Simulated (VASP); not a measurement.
**Al: single point with PBEsol**

Al, a slab with vacuum:

```
Al
1.0
     2.83943    0.00000    0.00000
     0.00000    6.95515    0.00000
     0.00000    0.00000   25.65574
Al
14
Direct
  0.50000 0.66667 0.29233
  0.00000 0.33333 0.32428
  0.50000 0.00000 0.35623
  0.00000 0.66667 0.38818
  0.50000 0.33333 0.42013
  0.00000 0.00000 0.45208
  0.50000 0.66667 0.48403
  0.00000 0.33333 0.51597
  0.50000 0.00000 0.54792
  0.00000 0.66667 0.57987
  0.50000 0.33333 0.61182
  0.00000 0.00000 0.64377
  0.50000 0.66667 0.67572
  0.00000 0.33333 0.70767
```

```json
{"Program": "VASP 6.6.1", "Task": "single point", "Functional": "PBEsol", "Potentials or basis": "VASP PAW PBE potentials, release 64 (Al)", "Cutoff": "520 eV", "k mesh": "12 × 5 × 1", "Occupations": "gaussian, width 0.1 eV", "Spin": "no spin polarisation"}
```

```json
{
 "Largest force": "0.254 eV/Å",
 "Band gap on the k mesh": "zero (bands 21 and 22 overlap by 2.12 eV)"
}
```

Forces in eV/Å, atoms in the order of the input:
```
Al   0.000 -0.037  0.070
Al   0.000 -0.016  0.044
Al   0.000  0.082 -0.240
Al   0.000 -0.052  0.096
Al   0.000  0.008  0.022
Al   0.000  0.013 -0.020
Al   0.000  0.023 -0.027
Al   0.000 -0.023  0.027
Al   0.000 -0.013  0.020
Al   0.000 -0.008 -0.022
Al   0.000  0.052 -0.096
Al   0.000 -0.082  0.240
Al   0.000  0.016 -0.044
Al   0.000  0.037 -0.070
```

Levels at points of the mesh, in eV from the Fermi level:
```
           k point  band 17  band 18  band 19  band 20  band 21  band 22  band 23  band 24  band 25  band 26
(0.00, 0.00, 0.00)    -1.81    -0.35    -0.35     0.47     0.75     0.76     1.40     1.57     1.91     2.05
(0.50, 0.00, 0.00)    -1.94    -1.94    -1.41    -1.41    -0.94    -0.94    -0.08    -0.08     0.05     0.05
```

Run time: 14 min on 1 thread of Intel Xeon 8259CL (shared host), peak memory 0.65 GiB.

Caveat: the PAW data sets were made with another functional, which shifts forces and pressure a little.
